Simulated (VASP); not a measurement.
A run of VASP 6.6.1:

Contents of INCAR:

```
SYSTEM = SnO2
  PREC = Accurate
  ENCUT = 520
  EDIFF = 1E-7
  ISMEAR = 0
  SIGMA = 0.05
  LREAL = .FALSE.
  LASPH = .TRUE.
  NELM = 100
  ALGO = Normal
  ISIF = 2
  LWAVE = .FALSE.
  LCHARG = .TRUE.
  GGA = CA
  LELF = .TRUE.
  LVHAR = .TRUE.
  NBANDS = 64
```

KPOINTS

```
regular mesh
0
G
  6 6 6
  0 0 0
```

Contents of POSCAR:

```
SnO2
1.0
    3.3015000000      1.9061219137      4.2912000000
   -3.3015000000      1.9061219137      4.2912000000
    0.0000000000     -3.8122438274      4.2912000000
Sn O
4 8
Direct
    0.8645353782      0.8645353782      0.8645353782
    0.3648691645      0.3648691645      0.8648751974
    0.3648691645      0.8648751974      0.3648691645
    0.8648751974      0.3648691645      0.3648691645
    0.1199116729      0.6196051221      0.6196051221
    0.6196051221      0.1199116729      0.6196051221
    0.6196051221      0.6196051221      0.1199116729
    0.6099370359      0.6099370359      0.6099370359
    0.1198492242      0.1198492242      0.1198492242
    0.1096932183      0.1096932183      0.6100024814
    0.1096932183      0.6100024814      0.1096932183
    0.6100024814      0.1096932183      0.1096932183
```

Potentials or basis: VASP PAW LDA potentials, release 64 (Sn_d, O).

The run is started by

```bash
$ cat potpaw_LDA.64/Sn_d/POTCAR potpaw_LDA.64/O/POTCAR > POTCAR
$ mpirun -np 1 vasp_std > vasp.out
```

Hardware: 1 thread of Intel(R) Xeon(R) 6975P-C (Granite Rapids), on a shared host.

Task: How long does it take, and how much memory?

Result: Wall time 6 min on 1 thread of Intel(R) Xeon(R) 6975P-C (Granite Rapids), with other jobs on the host, peak memory 0.39 GiB. Counts: scf iterations 15, k points 32.
